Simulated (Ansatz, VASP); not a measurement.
NaH: VASP beside Ansatz

```
CELL_PARAMETERS angstrom
2.96416 0.00000 0.00000
0.00000 2.96416 0.00000
0.00000 0.00000 2.96416
ATOMIC_POSITIONS crystal
Na 0.00000 0.00000 0.00000
H 0.50000 0.50000 0.50000
```

Alike in both runs: functional PBE; k mesh 12 × 12 × 12; occupations fermi-dirac, width 0.08 eV; no spin polarisation.

Ansatz relaxed the structure, and its values are those at the end. VASP's run is a single point on that final structure, the one shown.

|  | VASP | Ansatz |
| --- | --- | --- |
| version | VASP 6.6.1 | Ansatz 0.2.0 |
| potentials or method | VASP PAW PBE potentials, release 64 (Na_pv, H) | PAW with Ansatz's default frozen-core files, scalar-relativistic |
| plane-wave cutoff (eV) | 520 | 420 |
| valence electrons in the cell | 8 | 10 |

```tsv
	VASP	Ansatz	Ansatz less VASP
pressure (GPa)	-0.1	0.0	+0.07
```

VASP's potentials hold 8 valence electrons a cell and Ansatz's 10, so a difference there can come from the potentials and not from the codes.
